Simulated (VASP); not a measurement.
A run of VASP 6.6.1 is set up as follows.

Contents of INCAR:

```
SYSTEM = Si
PREC = Accurate
ENCUT = 520
EDIFF = 1E-6
ISMEAR = 0
SIGMA = 0.03
LREAL = .FALSE.
LASPH = .TRUE.
NELM = 100
ALGO = Normal
ISIF = 2
LWAVE = .FALSE.
LCHARG = .FALSE.
GGA = CA
NBANDS = 16
```

File KPOINTS:

```
regular mesh
0
G
  10 10 10
  0 0 0
```

POSCAR

```
Si
1.0
   -3.3753259543      3.3753259543      1.9223856600
    3.3753259543     -3.3753259543      1.9223856600
    3.3753259543      3.3753259543     -1.9223856600
Si
4
Direct
    0.1788010600      0.1788010600      0.3576021200
    0.8211989400      0.8211989400      0.6423978800
    0.1788010600      0.8211989400      0.0000000000
    0.8211989400      0.1788010600      0.0000000000
```

Potentials or basis: VASP PAW LDA potentials, release 64 (Si).

Command:

```bash
$ cat potpaw_LDA.64/Si/POTCAR > POTCAR
$ mpirun -np 1 vasp_std > vasp.out
```

Question: Estimate the pressure.

Answer: -4.0 GPa.

Question: What does it give for the band gap on the k mesh?

Answer: 0.32 eV (least direct gap 0.49 eV).

Question: What does it give for the largest force?

Answer: 0.195 eV/Å.

Forces on the atoms (eV/Å):
```
Si  -0.138 -0.138  0.000
Si   0.138  0.138  0.000
Si   0.138 -0.138  0.000
Si  -0.138  0.138  0.000
```

Caveat: the cell differs from its parent crystal (strain +0.015 along x and y, +0.000 along z); the cell stands under tension. A k mesh can miss the band edges.
